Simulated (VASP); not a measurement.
# MoSe (F-43m) in VASP: a series of runs, part 3 of 3

VASP 6.6.1. The steps go on from the part before.

### 6 Single point, r2SCAN, collinear spin (23.61 Å³/atom)

This run uses another cell than the first one, of 23.61 Å³/atom.

POSCAR reads:

```
MoSe
1.0
    0.0000000000      2.8687086512      2.8687086512
    2.8687086512      0.0000000000      2.8687086512
    2.8687086512      2.8687086512      0.0000000000
Mo Se
1 1
Direct
    0.0000000000      0.0000000000      0.0000000000
    0.2500000000      0.2500000000      0.2500000000
```

INCAR.step1 reads:

```
PREC     = Accurate       # precision mode
ENCUT    = 520            # plane-wave cutoff, eV
ISMEAR   = 0              # smearing method
SIGMA    = 0.05           # smearing width, eV
LREAL    = False          # projectors in reciprocal space
LASPH    = True           # aspherical terms in the spheres
NELM     = 150            # most SCF steps
ISPIN    = 2              # spin polarisation
MAGMOM   = 1.04 0         # initial moments
LMAXMIX  = 4              # l up to which the mixer works
NBANDS   = 21             # bands
GGA      = PE             # functional
ALGO     = Normal         # electronic algorithm
EDIFF    = 1E-4           # SCF threshold, eV
LWAVE    = True           # write WAVECAR
LCHARG   = False          # write CHGCAR
```

INCAR.step2 reads:

```
PREC     = Accurate       # precision mode
ENCUT    = 520            # plane-wave cutoff, eV
EDIFF    = 1E-6           # SCF threshold, eV
ISMEAR   = 0              # smearing method
SIGMA    = 0.05           # smearing width, eV
LREAL    = False          # projectors in reciprocal space
LASPH    = True           # aspherical terms in the spheres
NELM     = 150            # most SCF steps
ALGO     = Normal         # electronic algorithm
ISIF     = 2              # what is computed and relaxed
LWAVE    = False          # write WAVECAR
LCHARG   = False          # write CHGCAR
ISPIN    = 2              # spin polarisation
MAGMOM   = 1.04 0         # initial moments
LORBIT   = 11             # projections on sites
LMAXMIX  = 4              # l up to which the mixer works
METAGGA  = R2SCAN         # meta-GGA
LMIXTAU  = True         
NBANDS   = 21             # bands
ISTART   = 1
```

KPOINTS reads:

```
Automatic mesh
0
Gamma
  10 10 10
```

Potentials or basis: VASP PAW PBE potentials, release 64 (Mo_sv, Se).

On the command line:

```sh
$ cat potpaw_PBE.64/Mo_sv/POTCAR potpaw_PBE.64/Se/POTCAR > POTCAR
$ cp INCAR.step1 INCAR
$ mpirun -np 1 vasp_std > vasp.out
$ cp INCAR.step2 INCAR
$ mpirun -np 1 vasp_std > vasp.out
```

OUTCAR:

```text
PREC = Accurate
   ENCUT = 520
   EDIFF = 1E-6
   ISMEAR = 0
   LREAL = False
   LASPH = True
   NELM = 150
   ISIF = 2
   ISPIN = 2
   LORBIT = 11
   METAGGA = R2SCAN
   ISTART = 1

 ion  position               nearest neighbor table
   1  0.000  0.000  0.000-   2 2.48   2 2.48   2 2.48   2 2.48
   2  0.250  0.250  0.250-   1 2.48   1 2.48   1 2.48   1 2.48

  LATTYP: Found a face centered cubic cell.
 ALAT       =     5.7374173024

  Lattice vectors:

 A1 = (   0.0000000000,   2.8687086512,   2.8687086512)
 A2 = (   2.8687086512,   0.0000000000,   2.8687086512)
 A3 = (   2.8687086512,   2.8687086512,   0.0000000000)

Analysis of symmetry for initial positions (statically):
=====================================================================
 Subroutine PRICEL returns:
 Original cell was already a primitive cell.

 Routine SETGRP: Setting up the symmetry group for a
 face centered cubic supercell.

 Subroutine GETGRP returns: Found 24 space group operations
 (whereof 24 operations were pure point group operations)
 out of a pool of 48 trial point group operations.

[... 762 lines left out ...]

 spin component 2

 k-point     1 :       0.0000    0.0000    0.0000
  band No.  band energies     occupation
      1     -56.4919      1.00000
      2     -29.8400      1.00000
      3     -29.8400      1.00000
      4     -29.8400      1.00000
      5      -9.3740      1.00000
      6       0.9127      1.00000
[... 565 lines left out ...]
     20      21.9229      0.00000
     21      22.6112      0.00000

 [... further k-points ...]
[... 5 lines left out ...]
  --------------------------------------------------------------------------------------
  -------------------------------------------------------------------------------------
  Total       -1.0770132     -1.0770132     -1.0770132      0.0000000     -0.0000000     -0.0000000
  in kB      -36.5462056    -36.5462056    -36.5462056      0.0000000     -0.0000000     -0.0000000
  external PRESSURE =     -36.5462056 kB  Pullay stress =       0.0000000 kB

 VOLUME and BASIS-vectors are now :
 -----------------------------------------------------------------------------
  energy-cutoff  :      520.00
  volume of cell :       47.22
      direct lattice vectors                 reciprocal lattice vectors
     0.000000000  2.868708651  2.868708651    -0.174294451  0.174294451  0.174294451
     2.868708651  0.000000000  2.868708651     0.174294451 -0.174294451  0.174294451
     2.868708651  2.868708651  0.000000000     0.174294451  0.174294451 -0.174294451

 POSITION                                       TOTAL-FORCE (eV/Angst)
 -----------------------------------------------------------------------------------
      0.00000      0.00000      0.00000        -0.000000     -0.000000     -0.000000
      1.43435      1.43435      1.43435         0.000000      0.000000      0.000000
 -----------------------------------------------------------------------------------
    total drift:                                0.000000      0.000000      0.000000

  FREE ENERGIE OF THE ION-ELECTRON SYSTEM (eV)
  ---------------------------------------------------
  free  energy   TOTEN  =       -39.6504568981 eV

  energy  without entropy=      -39.6477751158  energy(sigma->0) =      -39.64911601

 total charge

# of ion       s       p       d       tot
------------------------------------------
    1        2.248   6.097   3.992  12.337
    2        1.423   2.448   0.123   3.994
--------------------------------------------------
tot          3.671   8.545   4.115  16.331

 magnetization (x)

# of ion       s       p       d       tot
------------------------------------------
    1        0.034   0.013   1.164   1.210
    2       -0.004  -0.044   0.017  -0.032
--------------------------------------------------
tot          0.030  -0.032   1.180   1.179
```

OUTCAR.step1:

```text
PREC = Accurate
   ENCUT = 520
   ISMEAR = 0
   LREAL = False
   LASPH = True
[... 1394 lines left out ...]
      0.00000      0.00000      0.00000        -0.000000     -0.000000     -0.000000
      1.43435      1.43435      1.43435         0.000000      0.000000      0.000000
 -----------------------------------------------------------------------------------
    total drift:                               -0.000000     -0.000000     -0.000000

  FREE ENERGIE OF THE ION-ELECTRON SYSTEM (eV)
  ---------------------------------------------------
  free  energy   TOTEN  =       -13.4835907058 eV

  energy  without entropy=      -13.4802724488  energy(sigma->0) =      -13.48193158
```

It took 10 min on 1 thread of Intel Xeon 8259CL, shared host; peak memory 0.24 GiB.

Results:

| Item | Value |
| --- | --- |
| Free energy | -39.6505 eV |
| Pressure | -3.7 GPa |
| Net moment | 1.32 μB per cell |
| Site moments | Mo +1.21; Se -0.03 μB |
| Valence electrons inside the program's atomic spheres | Mo 12.34; Se 3.99 |

Caveat: the cell stands under tension; the PAW data sets were made with another functional, which shifts forces and pressure a little.

### 7 Overview

| cell | smearing | gap on the mesh (eV) | pressure (GPa) | moment (μB) |
| --- | --- | --- | --- | --- |
| a = 4.004 Å, angles 60.0°, 2 atoms | methfessel-paxton 0.005 eV | none | 0.1 | 1.28 |
| a = 4.004 Å, angles 60.0°, 2 atoms | gaussian 0.05 eV | none | 0.1 | 1.28 |
| a = 4.004 Å, angles 60.0°, 2 atoms | gaussian 0.025 eV | none | 0.1 | 1.28 |
| a = 4.031 Å, angles 60.0°, 2 atoms | gaussian 0.05 eV | none | -1.9 | 1.30 |
| a = 4.057 Å, angles 60.0°, 2 atoms | gaussian 0.05 eV | none | -3.7 | 1.32 |

Alike in all rows: task single point; level r2SCAN; potentials or basis VASP PAW PBE potentials, release 64 (Mo_sv, Se); spin collinear; k mesh 10 × 10 × 10; cutoff (eV) 520.

Caveats: the PAW data sets were made with another functional, which shifts forces and pressure a little; the cell stands under tension (at least some runs).

Absolute energies hang on the potentials; compare differences alone.
